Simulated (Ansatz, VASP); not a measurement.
# Cd2S: VASP beside Ansatz

```
Cd S
1.0
     4.64693    0.00000    0.00000
    -2.32346    4.02436    0.00000
     0.00000    0.00000    3.69938
Cd S
2 1
Direct
  0.33333 0.66667 0.50000
  0.66667 0.33333 0.50000
  0.00000 0.00000 0.00000
```

Alike in both runs: functional r2SCAN; k mesh 12 × 12 × 10; occupations gaussian, width 0.1 eV; no spin polarisation.

Ansatz relaxed the structure, and its values are those at the end. VASP's run is a single point on that final structure, the one shown.

|  | VASP | Ansatz |
| --- | --- | --- |
| version | VASP 6.6.1 | Ansatz 0.2.0 |
| potentials or method | VASP PAW PBE potentials, release 64 (Cd, S), cutoff 550 eV | scalar-relativistic, plane waves, PAW |
| valence electrons in the cell | 30 | 46 |

Ansatz gave:

| Item | Value |
| --- | --- |
| gap on the k mesh at the Fermi level (eV) | none |
| pressure (GPa) | 0.0 |

Task: Estimate VASP's values.

Result: gap on the k mesh at the Fermi level (eV): none; pressure (GPa): 0.4.

VASP's potentials were made for PBE, not for r2SCAN. A gap of «none» marks a metal or a gap that the smearing closes. With one functional, cell and mesh, what is left measures potentials, basis and numerics. VASP's potentials hold 30 valence electrons a cell and Ansatz's 46, so a difference there can come from the potentials and not from the codes.
